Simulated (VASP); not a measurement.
# Ir: relaxation of cell and atoms with BLYP

Ir:

```
CELL_PARAMETERS angstrom
0.00000 2.67314 2.67314
2.67314 0.00000 2.67314
2.67314 2.67314 0.00000
ATOMIC_POSITIONS crystal
Ir 0.12500 0.12500 0.12500
Ir 0.87500 0.87500 0.87500
```

| Property | Result |
| --- | --- |
| Program | VASP 6.6.1 |
| Task | relaxation of cell and atoms |
| Functional | BLYP |
| Potentials or basis | VASP PAW PBE potentials, release 64 (Ir) |
| Cutoff | 600 eV |
| k mesh | 10 × 10 × 10 |
| Occupations | fermi-dirac, width 0.1 eV |
| Spin | no spin polarisation |
| Dipole correction | no |
| Further INCAR settings | ALGO = Normal; EDIFF = 1e-07; IBRION = 2; EDIFFG = -0.01; NSW = 80; ISIF = 3 |

```yaml
Relaxed_volume: 22.76 Å³/atom
Relaxed_cell: a = 4.008 Å, b = 4.008 Å, c = 4.008 Å, α = 60.00°, β = 60.00°, γ = 60.00°
Space_group_after_relaxing_to_0.05_Å: Fd-3m (No. 227)
Energy_gained_by_relaxing: 402.6 meV/atom
Ionic_steps: 5
Pressure_after_relaxing: 0.0 GPa
Band_gap_on_the_k_mesh: zero (band 9 reaches 5.99 eV, above the bottom of band 10 at 4.48 eV)
```

The path:
```tsv
step	energy change (eV)	largest force (eV/Å)	pressure (GPa)	volume (Å³)
1	0.0000	0.0000	41.70	38.20
2	2.1575	0.0000	-20.71	72.81
3	-0.7806	0.0000	-4.84	47.09
4	-0.8036	0.0000	-1.28	45.91
5	-0.8051	0.0000	0.02	45.51
```

Final structure:
```
Ir
1.0
     0.00000    2.83381    2.83381
     2.83381    0.00000    2.83381
     2.83381    2.83381    0.00000
Ir
2
Direct
  0.12500 0.12500 0.12500
  0.87500 0.87500 0.87500
```

Levels at points of the mesh, in eV from the Fermi level:
```csv
k point,band 5,band 6,band 7,band 8,band 9,band 10,band 11,band 12,band 13
"(0.00, 0.00, 0.00)",-4.35,-4.35,-1.63,-1.63,-1.63,0.67,0.67,10.86,11.00
"(0.50, 0.00, 0.00)",-4.33,-4.33,-1.58,-0.95,-0.95,0.19,0.19,1.33,8.42
"(0.50, 0.50, 0.00)",-3.42,-3.42,-2.29,-2.29,0.49,0.49,1.87,1.87,3.82
```

Run time: 89 s on 1 thread of Intel(R) Xeon(R) 6975P-C (Granite Rapids), on a shared host, peak memory 0.19 GiB.

Caveat: the volume moved by over 15 % at a fixed basis, so the end points are rough; the PAW data sets were made with another functional, which shifts forces and pressure a little; spin-orbit coupling is left out, which moves the levels of the heavy elements.
